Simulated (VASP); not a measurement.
# BaTiO3 (P4/mmm) in VASP: further runs, part 2 of 2

VASP 6.6.1. Earlier steps stand in the parts before.

## (3) Electric field gradients, LDA (zz strain of +3 %)

Input file INCAR:

```
ALGO = Normal
EDIFF = 1E-8
ENCUT = 520
ISIF = 2
ISMEAR = -1
LASPH = True
LCHARG = False
LEFG = True
LREAL = False
LWAVE = False
NBANDS = 28
NELM = 80
PREC = Accurate
SIGMA = 0.05
```

Input file KPOINTS:

```
k-points
0
Gamma
  8 8 8
```

Input file POSCAR:

```
BaTiO3
1.0
    4.0073000000      0.0000000000      0.0000000000
    0.0000000000      4.0073000000      0.0000000000
    0.0000000000      0.0000000000      4.1275190000
Ba Ti O
1 1 3
Direct
    0.5000000000      0.5000000000      0.5000000000
    0.0000000000      0.0000000000      0.0000000000
    0.5000000000      0.0000000000      0.0000000000
    0.0000000000      0.5000000000      0.0000000000
    0.0000000000      0.0000000000      0.5000000000
```

Potentials or basis: VASP PAW LDA potentials, release 64 (Ba_sv, Ti_sv, O).

Run with:

```sh
$ cat potpaw_LDA.64/Ba_sv/POTCAR potpaw_LDA.64/Ti_sv/POTCAR potpaw_LDA.64/O/POTCAR > POTCAR
$ mpirun -np 1 vasp_std > vasp.out
```

OUTCAR:

```text
EDIFF = 1E-8
   ENCUT = 520
   ISIF = 2
   ISMEAR = -1
   LASPH = True
   LREAL = False
   NELM = 80
   PREC = Accurate

 ion  position               nearest neighbor table
   1  0.500  0.500  0.500-   5 2.83   5 2.83   5 2.83   5 2.83   4 2.88   3 2.88   4 2.88   3 2.88
                             4 2.88   3 2.88   4 2.88   3 2.88   2 3.51   2 3.51   2 3.51   2 3.51
   2  0.000  0.000  0.000-   3 2.00   4 2.00   4 2.00   3 2.00   5 2.06   5 2.06   1 3.51   1 3.51
                             1 3.51   1 3.51   1 3.51   1 3.51   1 3.51   1 3.51
   3  0.500  0.000  0.000-   2 2.00   2 2.00   1 2.88   1 2.88   1 2.88   1 2.88
   4  0.000  0.500  0.000-   2 2.00   2 2.00   1 2.88   1 2.88   1 2.88   1 2.88
   5  0.000  0.000  0.500-   2 2.06   2 2.06   1 2.83   1 2.83   1 2.83   1 2.83

  LATTYP: Found a simple tetragonal cell.
 ALAT       =     4.0073000000
 C/A-ratio  =     1.0300000000

  Lattice vectors:

 A1 = (   4.0073000000,   0.0000000000,   0.0000000000)
 A2 = (   0.0000000000,   4.0073000000,   0.0000000000)
 A3 = (   0.0000000000,   0.0000000000,   4.1275190000)

Analysis of symmetry for initial positions (statically):
=====================================================================
 Subroutine PRICEL returns:
 Original cell was already a primitive cell.

 Routine SETGRP: Setting up the symmetry group for a
 simple tetragonal supercell.

 Subroutine GETGRP returns: Found 16 space group operations
 (whereof 16 operations were pure point group operations)
 out of a pool of 16 trial point group operations.

The static configuration has the point symmetry D_4h.

Analysis of symmetry for dynamics (positions and initial velocities):
=====================================================================
 Subroutine PRICEL returns:
 Original cell was already a primitive cell.

 Routine SETGRP: Setting up the symmetry group for a
[... 919 lines left out ...]
  Total       -4.1893145     -4.1893145     -6.0526479      0.0000000      0.0000000      0.0000000
  in kB     -101.2653233   -101.2653233   -146.3063573      0.0000000      0.0000000      0.0000000
  external PRESSURE =    -116.2790013 kB  Pullay stress =       0.0000000 kB

 VOLUME and BASIS-vectors are now :
 -----------------------------------------------------------------------------
  energy-cutoff  :      520.00
  volume of cell :       66.28
      direct lattice vectors                 reciprocal lattice vectors
     4.007300000  0.000000000  0.000000000     0.249544581  0.000000000  0.000000000
     0.000000000  4.007300000  0.000000000     0.000000000  0.249544581  0.000000000
     0.000000000  0.000000000  4.127519000     0.000000000  0.000000000  0.242276292

 POSITION                                       TOTAL-FORCE (eV/Angst)
 -----------------------------------------------------------------------------------
      2.00365      2.00365      2.06376         0.000000      0.000000      0.000000
      0.00000      0.00000      0.00000         0.000000      0.000000      0.000000
      2.00365      0.00000      0.00000         0.000000      0.000000      0.000000
      0.00000      2.00365      0.00000         0.000000      0.000000      0.000000
      0.00000      0.00000      2.06376         0.000000      0.000000      0.000000
 -----------------------------------------------------------------------------------
    total drift:                                0.000000     -0.000000      0.000000

  FREE ENERGIE OF THE ION-ELECTRON SYSTEM (eV)
  ---------------------------------------------------
  free  energy   TOTEN  =       -43.9619226422 eV

  energy  without entropy=      -43.9619226307  energy(sigma->0) =      -43.96192264

 Electric field gradients (V/A^2)
---------------------------------------------------------------------
 ion       V_xx      V_yy      V_zz      V_xy      V_xz      V_yz
---------------------------------------------------------------------
   1      -3.324    -3.324     6.647     0.000     0.000    -0.000
   2     -12.602   -12.602    25.204    -0.000     0.000    -0.000
   3      19.540   -14.757    -4.782     0.000    -0.000     0.000
   4     -14.757    19.540    -4.782     0.000     0.000    -0.000
   5     -16.712   -16.712    33.424     0.000     0.000    -0.000
---------------------------------------------------------------------

 Electric field gradients after diagonalization (V/A^2)
 (convention: |V_zz| > |V_xx| > |V_yy|)
----------------------------------------------------------------------
 ion       V_xx      V_yy      V_zz     asymmetry (V_yy - V_xx)/ V_zz
----------------------------------------------------------------------
   1      -3.324    -3.324     6.647       0.000
   2     -12.602   -12.602    25.204       0.000
   3     -14.757    -4.782    19.540       0.510
   4     -14.757    -4.782    19.540       0.510
   5     -16.712   -16.712    33.424       0.000
----------------------------------------------------------------------

           NMR quadrupolar parameters

 Cq : quadrupolar parameter    Cq=e*Q*V_zz/h
 eta: asymmetry parameters     (V_yy - V_xx)/ V_zz
 Q  : nuclear electric quadrupole moment in mb (millibarn)
----------------------------------------------------------------------
 ion       Cq(MHz)       eta       Q (mb)
----------------------------------------------------------------------
   1       0.016       0.000       1.000
   2       0.061       0.000       1.000
   3       0.047       0.510       1.000
   4       0.047       0.510       1.000
   5       0.081       0.000       1.000
----------------------------------------------------------------------
```

stdout:

```text
POSCAR found type information on POSCAR BaTiO
 POSCAR found :  3 types and       5 ions
 scaLAPACK will be used
 LDA part: xc-table for (Slater(with rela. corr.)+CA(PZ))
 , standard interpolation
 POSCAR, INCAR and KPOINTS ok, starting setup
 FFT: planning ... GRIDC
 FFT: planning ... GRID_SOFT
 FFT: planning ... GRID
 WAVECAR not read
 entering main loop
ion   1

ion   2

ion   3

ion   4

ion   5
```

Wall time 2.8 min (1 thread of Intel Xeon Platinum 8488C (Sapphire Rapids), shared host); peak memory 0.25 GiB.

Results:

| Item | Value |
| --- | --- |
| Free energy | -43.9619 eV |
| Pressure | -11.6 GPa |
| Band gap on the k mesh | 1.54 eV (least direct gap 1.74 eV) |
| Largest electric field gradient by atom | Ba +6.6; Ti +25.2; O +19.5, +33.4 (each value once) V/Å² |

Stress tensor (GPa, compression positive):
```
-10.13   0.00   0.00
  0.00 -10.13   0.00
  0.00   0.00 -14.63
```

Levels at points of the mesh, in eV from the valence-band top:
```csv
k point,band 18,band 19,band 20,band 21,band 22,band 23
"(0.00, 0.00, 0.00)",-0.24,-0.20,-0.20,1.54,1.54,1.59
"(0.50, 0.00, 0.00)",-1.90,-0.79,-0.75,1.70,3.33,3.34
"(0.50, 0.50, 0.00)",-0.77,-0.77,-0.07,3.34,3.34,3.76
"(0.00, 0.00, 0.50)",-1.65,-0.74,-0.74,1.72,3.10,3.10
"(0.50, 0.00, 0.50)",-1.02,-1.00,-0.17,3.11,3.35,3.62
"(0.50, 0.50, 0.50)",-0.06,-0.06,0.00,3.86,3.86,3.99
```

Electric field gradients, principal values (V/Å²):
```tsv
atom	least	middle	greatest (by size)
1 Ba	-3.324	-3.324	6.647
2 Ti	-12.602	-12.602	25.204
3 O	-4.782	-14.757	19.540
4 O	-4.782	-14.757	19.540
5 O	-16.712	-16.712	33.424
```

Caveat: the cell differs from its parent crystal (zz strain of +3 %); the cell stands under tension; without QUAD_EFG the Cq values of the log hold for a quadrupole moment of 1 mb, not for the nuclei; spin-orbit coupling is left out, which moves the levels of the heavy elements. A k mesh can miss the band edges.

## (4) Electric field gradients, LDA (zz strain of +3 %)

Input file INCAR:

```
SYSTEM = BaTiO3
PREC = Accurate ; ENCUT = 520
EDIFF = 1E-8 ; ISMEAR = -1
SIGMA = 0.05 ; LREAL = .FALSE.
LASPH = .TRUE. ; NELM = 60
ALGO = Normal ; ISIF = 2
LWAVE = .FALSE. ; LCHARG = .FALSE.
GGA = CA ; LEFG = .TRUE.
NBANDS = 28
```

Input file KPOINTS:

```
regular mesh
0
G
  8 8 8
  0 0 0
```

POSCAR is that of step 3.

Potentials or basis: VASP PAW LDA potentials, release 64 (Ba_sv, Ti_sv, O).

Run with:

```sh
$ cat potpaw_LDA.64/Ba_sv/POTCAR potpaw_LDA.64/Ti_sv/POTCAR potpaw_LDA.64/O/POTCAR > POTCAR
$ mpirun -np 1 vasp_std > vasp.out
```

OUTCAR:

```text
SYSTEM = BaTiO3
   PREC = Accurate
   ENCUT = 520
   EDIFF = 1E-8
   ISMEAR = -1
   LREAL = .FALSE.
   LASPH = .TRUE.
   NELM = 60
   ISIF = 2
   GGA = CA

 ion  position               nearest neighbor table
   1  0.500  0.500  0.500-   5 2.83   5 2.83   5 2.83   5 2.83   4 2.88   3 2.88   4 2.88   3 2.88
                             4 2.88   3 2.88   4 2.88   3 2.88   2 3.51   2 3.51   2 3.51   2 3.51
   2  0.000  0.000  0.000-   3 2.00   4 2.00   4 2.00   3 2.00   5 2.06   5 2.06   1 3.51   1 3.51
                             1 3.51   1 3.51   1 3.51   1 3.51   1 3.51   1 3.51
   3  0.500  0.000  0.000-   2 2.00   2 2.00   1 2.88   1 2.88   1 2.88   1 2.88
   4  0.000  0.500  0.000-   2 2.00   2 2.00   1 2.88   1 2.88   1 2.88   1 2.88
   5  0.000  0.000  0.500-   2 2.06   2 2.06   1 2.83   1 2.83   1 2.83   1 2.83

  LATTYP: Found a simple tetragonal cell.
[... 984 lines left out ...]
   4     -14.757    19.540    -4.782     0.000     0.000    -0.000
   5     -16.712   -16.712    33.424     0.000     0.000    -0.000
---------------------------------------------------------------------

 Electric field gradients after diagonalization (V/A^2)
 (convention: |V_zz| > |V_xx| > |V_yy|)
----------------------------------------------------------------------
 ion       V_xx      V_yy      V_zz     asymmetry (V_yy - V_xx)/ V_zz
----------------------------------------------------------------------
   1      -3.324    -3.324     6.647       0.000
   2     -12.602   -12.602    25.204       0.000
   3     -14.757    -4.782    19.540       0.510
   4     -14.757    -4.782    19.540       0.510
   5     -16.712   -16.712    33.424       0.000
----------------------------------------------------------------------

           NMR quadrupolar parameters

 Cq : quadrupolar parameter    Cq=e*Q*V_zz/h
 eta: asymmetry parameters     (V_yy - V_xx)/ V_zz
 Q  : nuclear electric quadrupole moment in mb (millibarn)
----------------------------------------------------------------------
 ion       Cq(MHz)       eta       Q (mb)
----------------------------------------------------------------------
   1       0.016       0.000       1.000
   2       0.061       0.000       1.000
   3       0.047       0.510       1.000
   4       0.047       0.510       1.000
   5       0.081       0.000       1.000
----------------------------------------------------------------------
```

stdout:

```text
POSCAR found type information on POSCAR BaTiO
 POSCAR found :  3 types and       5 ions
 scaLAPACK will be used
 LDA part: xc-table for (Slater(with rela. corr.)+CA(PZ))
 , standard interpolation
 POSCAR, INCAR and KPOINTS ok, starting setup
 FFT: planning ... GRIDC
 FFT: planning ... GRID_SOFT
 FFT: planning ... GRID
 WAVECAR not read
 entering main loop
ion   1

ion   2

ion   3

ion   4

ion   5
```

Wall time 2.3 min (1 thread of Intel Xeon Platinum 8488C (Sapphire Rapids), shared host); peak memory 0.25 GiB.

Results:

```yaml
Free_energy: -43.9619 eV
Pressure: -11.6 GPa
Band_gap_on_the_k_mesh: 1.54 eV (least direct gap 1.74 eV)
Largest_electric_field_gradient_by_atom: Ba +6.6; Ti +25.2; O +19.5, +33.4 (each value once) V/Å²
```

Electric field gradients, principal values (V/Å²):
```tsv
atom	least	middle	greatest (by size)
1 Ba	-3.324	-3.324	6.647
2 Ti	-12.602	-12.602	25.204
3 O	-4.782	-14.757	19.540
4 O	-4.782	-14.757	19.540
5 O	-16.712	-16.712	33.424
```

Caveat: the cell differs from its parent crystal (zz strain of +3 %); the cell stands under tension; without QUAD_EFG the Cq values of the log hold for a quadrupole moment of 1 mb, not for the nuclei; spin-orbit coupling is left out, which moves the levels of the heavy elements.
